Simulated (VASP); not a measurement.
Input of a VASP 6.6.1 run:

Contents of INCAR:

```
PREC = Accurate
ENCUT = 520
EDIFF = 1E-6
ISMEAR = 0
SIGMA = 0.01
LREAL = False
LASPH = True
NELM = 60
ALGO = Normal
ISIF = 2
LWAVE = False
LCHARG = False
GGA = PE
NBANDS = 16
```

File KPOINTS:

```
Automatic mesh
0
Gamma
  6 6 4
```

Contents of POSCAR:

```
MgO
1.0
    2.9230552965      0.0000000000      0.0000000000
   -1.4615276483      2.5314401435      0.0000000000
    0.0000000000      0.0000000000      5.0921016501
Mg O
2 2
Direct
    0.0000000000      0.0000000000      0.0000000000
    0.0000000000      0.0000000000      0.5000000000
    0.3333333333      0.6666666667      0.2500000000
    0.6666666667      0.3333333333      0.7500000000
```

Potentials or basis: VASP PAW PBE potentials, release 64 (Mg, O).

Command:

```bash
$ cat potpaw_PBE.64/Mg/POTCAR potpaw_PBE.64/O/POTCAR > POTCAR
$ mpirun -np 1 vasp_std > vasp.out
```

Q: Estimate the band gap on the k mesh.

A: 4.45 eV.

Q: Predict the pressure.

A: 5.0 GPa.

Stress tensor (GPa, compression positive):
```
4.70 0.00 0.00
0.00 4.70 0.00
0.00 0.00 5.57
```

Caveat: the cell stands under pressure.
